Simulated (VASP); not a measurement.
Input of a VASP 6.6.1 run:

File INCAR:

```
SYSTEM = BN
PREC     = Accurate       ! precision mode
ENCUT    = 520            ! plane-wave cutoff, eV
EDIFF    = 1E-6           ! SCF threshold, eV
ISMEAR   = 0              ! smearing method
SIGMA    = 0.05           ! smearing width, eV
LREAL    = .False.        ! projectors in reciprocal space
LASPH    = .True.         ! aspherical terms in the spheres
NELM     = 100            ! most SCF steps
ALGO     = Normal         ! electronic algorithm
ISIF     = 2              ! what is computed and relaxed
LWAVE    = .False.        ! write WAVECAR
LCHARG   = .False.        ! write CHGCAR
GGA      = PS             ! functional
NBANDS   = 26             ! bands
```

The input KPOINTS:

```
Automatic mesh
0
Gamma
  6 6 10
  0 0 0
```

File POSCAR:

```
BN
1.0
    4.3982250342      0.0000000000      0.0000000000
    0.0000000000      4.3982250342      0.0000000000
    0.0000000000      0.0000000000      2.6903000000
B N
4 4
Direct
    0.1741337327      0.8258662673      0.5000000000
    0.3258662673      0.3258662673      0.0000000000
    0.6741337327      0.6741337327      0.0000000000
    0.8258662673      0.1741337327      0.5000000000
    0.8123909516      0.8123909516      0.5000000000
    0.3123909516      0.6876090484      0.0000000000
    0.6876090484      0.3123909516      0.0000000000
    0.1876090484      0.1876090484      0.5000000000
```

Potentials or basis: VASP PAW PBE potentials, release 64 (B, N).

Command:

```console
$ cat potpaw_PBE.64/B/POTCAR potpaw_PBE.64/N/POTCAR > POTCAR
$ mpirun -np 1 vasp_std > vasp.out
```

Problem. Predict the pressure.

Solution. -19.0 GPa.

Problem. Estimate the largest force.

Solution. 0.344 eV/Å.

Stress tensor (GPa, compression positive):
```
 -4.31   0.00   0.00
  0.00  -4.31   0.00
  0.00   0.00 -48.52
```

Caveat: the PAW data sets were made with another functional, which shifts forces and pressure a little.
